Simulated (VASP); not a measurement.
Input of a VASP 6.6.1 run:

The input INCAR:

```
SYSTEM = HfC
  PREC = Accurate
  ENCUT = 520
  EDIFF = 1E-6
  ISMEAR = -1
  SIGMA = 0.08
  LREAL = .False.
  LASPH = .True.
  NELM = 100
  ALGO = Normal
  ISIF = 2
  LWAVE = .False.
  LCHARG = .False.
  GGA = PS
  NBANDS = 14
```

KPOINTS

```
regular mesh
0
Gamma
  17 17 17
  0 0 0
```

File POSCAR:

```
HfC
1.0
    0.0000000000      2.3034790232      2.3034790232
    2.3034790232      0.0000000000      2.3034790232
    2.3034790232      2.3034790232      0.0000000000
Hf C
1 1
Direct
    0.0000000000      0.0000000000      0.0000000000
    0.5000000000      0.5000000000      0.5000000000
```

Potentials or basis: VASP PAW PBE potentials, release 64 (Hf_pv, C).

Command:

```console
$ cat potpaw_PBE.64/Hf_pv/POTCAR potpaw_PBE.64/C/POTCAR > POTCAR
$ mpirun -np 1 vasp_std > vasp.out
```

Predict the pressure.

-0.3 GPa.

Estimate the band gap on the k mesh.

zero (bands 7 and 8 overlap by 1.46 eV).

Caveat: the PAW data sets were made with another functional, which shifts forces and pressure a little; spin-orbit coupling is left out, which moves the levels of the heavy elements.
